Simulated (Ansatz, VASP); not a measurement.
## One calculation of Al3W, two programs

```
CELL_PARAMETERS angstrom
0.00000 3.13458 3.13458
3.13458 0.00000 3.13458
3.13458 3.13458 0.00000
ATOMIC_POSITIONS crystal
Al 0.50000 0.50000 0.50000
Al 0.25000 0.25000 0.25000
Al 0.75000 0.75000 0.75000
W 0.00000 0.00000 0.00000
```

Change from the starting cell: species swapped into the Li3Sb type (Fm-3m, No. 225).

Alike in both runs: functional PBE; k mesh 6 × 6 × 6; occupations gaussian, width 0.1 eV; no spin polarisation.

Ansatz relaxed the structure, and its values are those at the end. VASP's run is a single point on that final structure, the one shown.

|  | VASP | Ansatz |
| --- | --- | --- |
| version | VASP 6.6.1 | Ansatz 0.2.0 |
| potentials or method | VASP PAW PBE potentials, release 64 (Al, W_sv), cutoff 500 eV | scalar-relativistic, plane waves, PAW |
| valence electrons in the cell | 23 | 23 |

Ansatz gave:

| Property | Result |
| --- | --- |
| gap on the k mesh at the Fermi level (eV) | none |
| pressure (GPa) | 0.2 |

What did VASP give for the same quantities?

gap on the k mesh at the Fermi level (eV): none; pressure (GPa): 0.3.

A gap of «none» marks a metal or a gap that the smearing closes.

Neither program's run includes spin-orbit coupling.
